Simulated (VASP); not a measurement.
# Sb (Im-3m) in VASP: further runs, part 2 of 2

VASP 6.6.1.

### 3 Relaxation of cell and atoms, PBE

This run uses another cell than the first one, of 30.12 Å³/atom, 1.082 times its volume.

Contents of INCAR:

```
PREC = Accurate ; ENCUT = 500
EDIFF = 1E-7 ; ISMEAR = 0
SIGMA = 0.1 ; LREAL = False
LASPH = True ; NELM = 120
ALGO = Normal ; ISIF = 3
LWAVE = False ; LCHARG = False
GGA = PE ; IBRION = 2
NSW = 80 ; EDIFFG = -0.02
GGA_COMPAT = False ; NELMIN = 4
```

Contents of KPOINTS:

```
Automatic mesh
0
Gamma
  6 6 6
```

Contents of POSCAR:

```
Sb
1.0
    1.9600000000      1.9600000000      1.9600000000
   -1.9600000000      1.9600000000      1.9600000000
   -1.9600000000     -1.9600000000      1.9600000000
Sb
1
Direct
    0.0000000000      0.0000000000      0.0000000000
```

Potentials or basis: VASP PAW PBE potentials, release 64 (Sb).

Command:

```console
cat potpaw_PBE.64/Sb/POTCAR > POTCAR
mpirun -np 1 vasp_std > vasp.out
```

OUTCAR:

```text
PREC = Accurate
   ENCUT = 500
   EDIFF = 1E-7
   ISMEAR = 0
   LREAL = False
   LASPH = True
   NELM = 120
   ISIF = 3
   GGA = PE
   IBRION = 2
   NSW = 80
   EDIFFG = -0.02
   NELMIN = 4

 ion  position               nearest neighbor table
   1  0.000  0.000  0.000-

  LATTYP: Found a body centered cubic cell.
 ALAT       =     3.9200000000

  Lattice vectors:

 A1 = (   1.9600000000,  -1.9600000000,  -1.9600000000)
 A2 = (   1.9600000000,   1.9600000000,   1.9600000000)
 A3 = (  -1.9600000000,  -1.9600000000,   1.9600000000)

Analysis of symmetry for initial positions (statically):
=====================================================================
 Subroutine PRICEL returns:
 Original cell was already a primitive cell.

 Routine SETGRP: Setting up the symmetry group for a
 body centered cubic supercell.

 Subroutine GETGRP returns: Found 48 space group operations
 (whereof 48 operations were pure point group operations)
 out of a pool of 48 trial point group operations.

The static configuration has the point symmetry O_h .

Analysis of symmetry for dynamics (positions and initial velocities):
=====================================================================
 Subroutine PRICEL returns:
[... 129 lines left out ...]
 conjugate gradient relaxation of ions
 non-spin polarized calculation
 Gauss-broadening in eV      SIGMA  =   0.10
  energy-cutoff  :      500.00
  volume of cell :       30.12
 maximum number of plane-waves:       784
 NGX is ok and might be reduce to    28
   NGX = 13   NGY = 13   NGZ = 13

--------------------------------------- Ionic step        1  -------------------------------------------

 number of electron       5.0000000 magnetization

 Free energy of the ion-electron system (eV)
  ---------------------------------------------------
  ext. energy  EPLUGINS =         0.00000000
  ---------------------------------------------------
  free energy    TOTEN  =        -3.82697664 eV

  energy without entropy =       -3.81476838  energy(sigma->0) =       -3.82087251

 E-fermi :   6.6886     XC(G=0):  -9.7432

 val. band max:        6.6492511302   @ k =   0.5000   0.1667   0.0000
 cond. band min:       7.0577455715   @ k =   0.1667   0.5000   0.1667
 fundamental gap:      0.4084944412
 Fermi energy:         6.6885790484

 k-point     1 :       0.0000    0.0000    0.0000
  band No.  band energies     occupation
      1      -4.9587      2.00000
      2      11.7288      0.00000
      3      11.7288      0.00000
      4      11.7288      0.00000
      5      17.1969      0.00000
      6      17.1969      0.00000
[... 202 lines left out ...]
--------------------------------------- Ionic step        3  -------------------------------------------

 number of electron       4.9999999 magnetization

 Free energy of the ion-electron system (eV)
  ---------------------------------------------------
  ext. energy  EPLUGINS =         0.00000000
  ---------------------------------------------------
  free energy    TOTEN  =        -3.85834179 eV

  energy without entropy =       -3.84576394  energy(sigma->0) =       -3.85205286

 E-fermi :   7.6294     XC(G=0): -10.0925

 val. band max:        7.5818750663   @ k =   0.5000   0.1667   0.0000
 cond. band min:       7.9647968324   @ k =   0.1667   0.5000   0.1667
 fundamental gap:      0.3829217661
 Fermi energy:         7.6294207277

 k-point     1 :       0.0000    0.0000    0.0000
  band No.  band energies     occupation
      1      -4.5453      2.00000
      2      13.3162      0.00000
      3      13.3162      0.00000
      4      13.3162      0.00000
      5      18.4946      0.00000
      6      18.4946      0.00000
[... 161 lines left out ...]
  FREE ENERGIE OF THE ION-ELECTRON SYSTEM (eV)
  ---------------------------------------------------
  free  energy   TOTEN  =        -3.8583417851 eV

  energy  without entropy=       -3.8457639392  energy(sigma->0) =       -3.85205286

 reached required accuracy - stopping structural energy minimisation
```

CONTCAR:

```text
Sb
   1.00000000000000
     1.9075135692722329    1.9075135692722329    1.9075135692722329
    -1.9075135692722329    1.9075135692722329    1.9075135692722329
    -1.9075135692722329   -1.9075135692722329    1.9075135692722329
  Sb
     1
Direct
     0.0000000000000000    0.0000000000000000    0.0000000000000000

  0.00000000E+00  0.00000000E+00  0.00000000E+00
```

Run time: 7 s. Hardware: 1 thread of AMD EPYC 9R45 (Zen 5), shared host; peak memory 0.13 GiB.

Results:

| Item | Value |
| --- | --- |
| Free energy | -3.8583 eV |
| Relaxed volume | 27.76 Å³/atom |
| Relaxed cell | a = 3.304 Å, b = 3.304 Å, c = 3.304 Å, α = 70.53°, β = 109.47°, γ = 70.53° |
| Space group after relaxing (to 0.05 Å) | Im-3m (No. 229) |
| Energy gained by relaxing | 31.4 meV/atom |
| Ionic steps | 3 |
| Pressure after relaxing | 0.0 GPa |

The path:
| step | energy change (eV) | largest force (eV/Å) | pressure (GPa) | volume (Å³) |
| --- | --- | --- | --- | --- |
| 1 | 0.0000 | 0.0000 | -4.01 | 30.12 |
| 2 | -0.0269 | 0.0000 | 1.80 | 26.95 |
| 3 | -0.0314 | 0.0000 | 0.02 | 27.76 |

Final structure:
```cif
data_structure
_symmetry_space_group_name_H-M 'P 1'
_symmetry_Int_Tables_number 1
_cell_length_a 3.3039
_cell_length_b 3.3039
_cell_length_c 3.3039
_cell_angle_alpha 70.529
_cell_angle_beta 109.471
_cell_angle_gamma 70.529
_cell_volume 27.76
loop_
_atom_site_label
_atom_site_type_symbol
_atom_site_fract_x
_atom_site_fract_y
_atom_site_fract_z
_atom_site_occupancy
Sb1 Sb 0.00000 0.00000 0.00000 1
```

Caveat: the k points lie up to 0.39 Å⁻¹ apart in the final cell; spin-orbit coupling is left out, which moves the levels of the heavy elements.
